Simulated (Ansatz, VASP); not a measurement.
# NaI: VASP beside Ansatz

File INCAR:

```
SYSTEM = NaI
PREC = Accurate
ENCUT = 520
EDIFF = 1E-6
ISMEAR = 0
SIGMA = 0.05
LREAL = .FALSE.
LASPH = .TRUE.
NELM = 80
ALGO = Normal
ISIF = 2
LWAVE = .FALSE.
LCHARG = .FALSE.
GGA = PE
NBANDS = 14
```

The input KPOINTS:

```
regular mesh
0
G
  6 6 6
  0 0 0
```

Contents of POSCAR:

```
NaI
1.0
    0.0000000000      3.2364000000      3.2364000000
    3.2364000000      0.0000000000      3.2364000000
    3.2364000000      3.2364000000      0.0000000000
Na I
1 1
Direct
    0.0000000000      0.0000000000      0.0000000000
    0.5675905327      0.4324094673      0.5675905327
```

Input for Ansatz:

```yaml
crystal:
  lattice:
    - [0.0, 3.2364, 3.2364]
    - [3.2364, 0.0, 3.2364]
    - [3.2364, 3.2364, 0.0]
  atoms:
    - { symbol: Na, position: [0.0, 0.0, 0.0] }
    - { symbol: I, position: [0.5675905327, 0.4324094673, 0.5675905327] }
basis:
  ecutwfc: 420
kpoints:
  mp_grid: { grid: [6, 6, 6] }
hamiltonian:
  xc: pbe
scf:
  occupations: { method: gaussian, width: 0.05 }
output:
  forces: true
  stress: true
  eigenvalues: true
```

Change from the starting cell: all I atoms moved +0.438 Å, as atom 2 along Cartesian [0 1 0].

Alike in both runs: task single point; functional PBE; k mesh 6 × 6 × 6; occupations gaussian, width 0.05 eV; no spin polarisation.

|  | VASP | Ansatz |
| --- | --- | --- |
| version | VASP 6.6.1 | Ansatz 0.2.0 |
| potentials or method | VASP PAW PBE potentials, release 64 (Na_pv, I), cutoff 520 eV | scalar-relativistic, plane waves, PAW |
| valence electrons in the cell | 14 | 26 |

Ansatz gave:

| Quantity | Value |
| --- | --- |
| gap on the k mesh at the Fermi level (eV) | 3.67 |
| least direct gap on the mesh (eV) | 3.67 |
| pressure (GPa) | 1.6 |
| traceless stress, the component that is largest in VASP (GPa) | 2.68 |
| rms of the force components (eV/Å) | 0.405 |

Task: Estimate VASP's values.

Result: gap on the k mesh at the Fermi level (eV): 3.67; least direct gap on the mesh (eV): 3.67; pressure (GPa): 1.6; traceless stress, the component that is largest in VASP (GPa): 2.70; rms of the force components (eV/Å): 0.409.

Atom by atom the forces differ by 0.003 eV/Å (rms over components). VASP's potentials hold 14 valence electrons a cell and Ansatz's 26, so a difference there can come from the potentials and not from the codes.

Neither program's run includes spin-orbit coupling.
